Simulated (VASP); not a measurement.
Pd, 1 atom in the cell. It takes space group Fm-3m (No. 225, cubic). Conventional cell: a = 3.842 Å, b = 3.842 Å, c = 3.842 Å, α = 90.00°, β = 90.00°, γ = 90.00°. Within 3.6 Å of Pd (site symmetry m-3m) lie 12 Pd at 2.72 Å. 

| Quantity | Value |
| --- | --- |
| Program | VASP 6.6.1 |
| Task | single point |
| Functional | LDA |
| Potentials or basis | VASP PAW LDA potentials, release 64 (Pd) |
| Cutoff | 500 eV |
| k mesh | 11 × 11 × 11 |
| Occupations | gaussian, width 0.05 eV |
| Spin | no spin polarisation |
| Dipole correction | no |
| Further INCAR settings | ALGO = Normal; EDIFF = 1e-06; NBANDS = 11 |

Potentials or basis: VASP PAW LDA potentials, release 64 (Pd).

Launch:

```sh
$ cat potpaw_LDA.64/Pd/POTCAR > POTCAR
$ mpirun -np 1 vasp_std > vasp.out
```

Hardware: 1 thread of Intel(R) Xeon(R) Platinum 8375C CPU @ 2.90GHz (Ice Lake) (shared host).

How long does it take, and how much memory?

It took 5 s on 1 thread of Intel(R) Xeon(R) Platinum 8375C CPU @ 2.90GHz (Ice Lake), on a shared host, peak memory 0.12 GiB. Counts: scf iterations 11, k points 56.
